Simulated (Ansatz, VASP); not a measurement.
**In in VASP and in Ansatz**

INCAR

```
PREC = Accurate ; ENCUT = 520
EDIFF = 1E-6 ; ISMEAR = -1
SIGMA = 0.1 ; LREAL = F
LASPH = T ; NELM = 80
ALGO = Normal ; ISIF = 2
LWAVE = F ; LCHARG = F
GGA = RP ; NBANDS = 12
```

The input KPOINTS:

```
regular mesh
0
Gamma
  13 13 13
```

File POSCAR:

```
In
1.0
   -1.9650868335      1.9650868335      1.9650868335
    1.9650868335     -1.9650868335      1.9650868335
    1.9650868335      1.9650868335     -1.9650868335
In
1
Direct
    0.0000000000      0.0000000000      0.0000000000
```

Input for Ansatz:

```yaml
crystal:
  lattice:
    - [-1.9650868335, 1.9650868335, 1.9650868335]
    - [1.9650868335, -1.9650868335, 1.9650868335]
    - [1.9650868335, 1.9650868335, -1.9650868335]
  atoms:
    - { symbol: In, position: [0.0, 0.0, 0.0] }
hamiltonian:
  xc: rpbe
  pseudopotentials:
    kind: paw
    azcp:
      In: "pseudopotentials/In.paw.azcp"
basis:
  ecutwfc: 420
  fft_grid_basis: typed
kpoints:
  mp_grid: { grid: [13, 13, 13], shift: [0, 0, 0] }
magnetization:
  spin_polarized: false
scf:
  occupations: { method: fermi_dirac, width: 0.1 }
  lower_state_search: "off"
output:
  stress: true
```

Alike in both runs: task single point; functional RPBE; k mesh 13 × 13 × 13; occupations fermi-dirac, width 0.1 eV; no spin polarisation.

|  | VASP | Ansatz |
| --- | --- | --- |
| version | VASP 6.6.1 | Ansatz 0.2.0 |
| potentials or method | VASP PAW PBE potentials, release 64 (In_d), cutoff 520 eV | plane waves (420 eV) with PAW, scalar-relativistic |
| valence electrons in the cell | 13 | 13 |

|  | VASP | Ansatz | Ansatz less VASP |
| --- | --- | --- | --- |
| pressure (GPa) | -1.1 | -1.1 | +0.05 |

VASP's potentials were made for PBE, not for RPBE. With one functional, cell and mesh, what is left measures potentials, basis and numerics.
